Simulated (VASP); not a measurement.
Wanted: the native input for a VASP 6.6.1 run.

```
Task                   : relaxation of cell and atoms
Functional             : LDA
Potentials or basis    : VASP PAW LDA potentials, release 64 (Si)
Cutoff                 : 600 eV
k mesh                 : 10 × 10 × 10
Occupations            : gaussian, width 0.02 eV
Spin                   : no spin polarisation
Dipole correction      : no
Further INCAR settings : ALGO = Normal; EDIFF = 1e-06; IBRION = 2; EDIFFG = -0.002; NSW = 100; ISIF = 3
```

The structure of Si lies in POSCAR:

```
Si
1.0
    0.0000000000      2.7007939321      2.7007939321
    2.7007939321      0.0000000000      2.7007939321
    2.7007939321      2.7007939321      0.0000000000
Si
2
Direct
    0.5000000000      0.5000000000      0.5000000000
    0.7500000000      0.7500000000      0.7500000000
```

One way to write it, as run:

INCAR

```
SYSTEM = Si
  PREC = Accurate
  ENCUT = 600
  EDIFF = 1E-6
  ISMEAR = 0
  SIGMA = 0.02
  LREAL = .FALSE.
  LASPH = .TRUE.
  NELM = 100
  ALGO = Normal
  ISIF = 3
  LWAVE = .FALSE.
  LCHARG = .FALSE.
  GGA = CA
  IBRION = 2
  NSW = 100
  EDIFFG = -0.002
```

KPOINTS

```
Automatic mesh
0
G
  10 10 10
  0 0 0
```

Potentials or basis: VASP PAW LDA potentials, release 64 (Si).

Launch:

```console
$ cat potpaw_LDA.64/Si/POTCAR > POTCAR
$ mpirun -np 1 vasp_std > vasp.out
```

Results of the run:

| Property | Result |
| --- | --- |
| Relaxed volume | 19.72 Å³/atom |
| Relaxed cell | a = 3.820 Å, b = 3.820 Å, c = 3.820 Å, α = 60.00°, β = 60.00°, γ = 60.00° |
| Space group after relaxing (to 0.05 Å) | Fd-3m (No. 227) |
| Energy gained by relaxing | 0.0 meV/atom |
| Ionic steps | 3 |
| Pressure after relaxing | 0.0 GPa |
| Band gap on the k mesh | 0.45 eV, indirect (least direct gap 2.53 eV) |

Run time: 7.5 s on 1 thread of Intel(R) Xeon(R) 6975P-C (Granite Rapids) (shared host), peak memory 0.15 GiB.
